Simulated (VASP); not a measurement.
Set up this calculation in VASP 6.6.1, as the native input.

```yaml
Task: relaxation of shape and atoms at fixed volume
Functional: PBE
Potentials_or_basis: VASP PAW PBE potentials, release 64 (Sr_sv)
Cutoff: 600 eV
k_mesh: 11 × 11 × 10
Occupations: fermi-dirac, width 0.05 eV
Spin: no spin polarisation
Dipole_correction: no
Further_INCAR_settings: ALGO = Normal; EDIFF = 1e-07; IBRION = 2; EDIFFG = -0.005; NSW = 50; ISIF = 4
```

The structure of Sr lies in POSCAR:

```
Sr
1.0
    3.1270099842      0.0000000000      0.0000000000
   -1.5635049921      2.7080700842      0.0000000000
    0.0000000000      0.0000000000      2.9230015763
Sr
1
Direct
    0.0000000000      0.0000000000      0.0000000000
```

The input as run:

INCAR

```
SYSTEM = Sr
  PREC = Accurate
  ENCUT = 600
  EDIFF = 1E-7
  ISMEAR = -1
  SIGMA = 0.05
  LREAL = .FALSE.
  LASPH = .TRUE.
  NELM = 100
  ALGO = Normal
  ISIF = 4
  LWAVE = .FALSE.
  LCHARG = .FALSE.
  GGA = PE
  IBRION = 2
  NSW = 50
  EDIFFG = -0.005
```

KPOINTS

```
regular mesh
0
G
  11 11 10
  0 0 0
```

Potentials or basis: VASP PAW PBE potentials, release 64 (Sr_sv).

Run with:

```console
$ cat potpaw_PBE.64/Sr_sv/POTCAR > POTCAR
$ mpirun -np 1 vasp_std > vasp.out
```

Results of the run:

| Quantity | Value |
| --- | --- |
| Energy gained by relaxing | 9.1 meV/atom |
| Ionic steps | 3 |
| Pressure after relaxing | 28.5 GPa |
| Band gap on the k mesh | zero (band 5 reaches 5.83 eV, above the bottom of band 6 at 4.77 eV) |

Wall time 47 s on 1 thread of Intel(R) Xeon(R) Platinum 8124M CPU @ 3.00GHz (Skylake/Cascade Lake), with other jobs on the host, peak memory 0.17 GiB.
